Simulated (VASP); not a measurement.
Mg2Sn:

```
Sn Mg
1.0
     0.00000    3.37994    3.37994
     3.37994    0.00000    3.37994
     3.37994    3.37994    0.00000
Sn Mg
1 2
Direct
  0.00000 0.00000 0.00000
  0.25000 0.25000 0.25000
  0.75000 0.75000 0.75000
```

Base run:

| Quantity | Value |
| --- | --- |
| Program | VASP 6.6.1 |
| Functional | PBE |
| Potentials or basis | VASP PAW PBE potentials, release 64 (Sn_d, Mg) |
| Cutoff | 600 eV |
| k mesh | 6 × 6 × 6 |
| Occupations | fermi-dirac, width 0.02 eV |
| Spin | no spin polarisation |

Its results: band gap on the k mesh zero (band 9 reaches 4.29 eV, above the bottom of band 10 at 4.13 eV); pressure 1.1 GPa.

Question: The run is repeated on the same cell with these changes: functional from PBE to r2SCAN; cutoff from 600 eV to 660 eV. What comes out?

Answer: Band gap on the k mesh 0.17 eV, indirect (least direct gap 2.00 eV); pressure -0.2 GPa.

r2SCAN gives the wider gap, since meta-GGAs in the generalised Kohn-Sham scheme recover part of the derivative discontinuity.

Caveats: spin-orbit coupling is left out, which moves the levels of the heavy elements; the PAW data sets were made with another functional, which shifts forces and pressure a little (some runs).

A k mesh can miss the band edges.
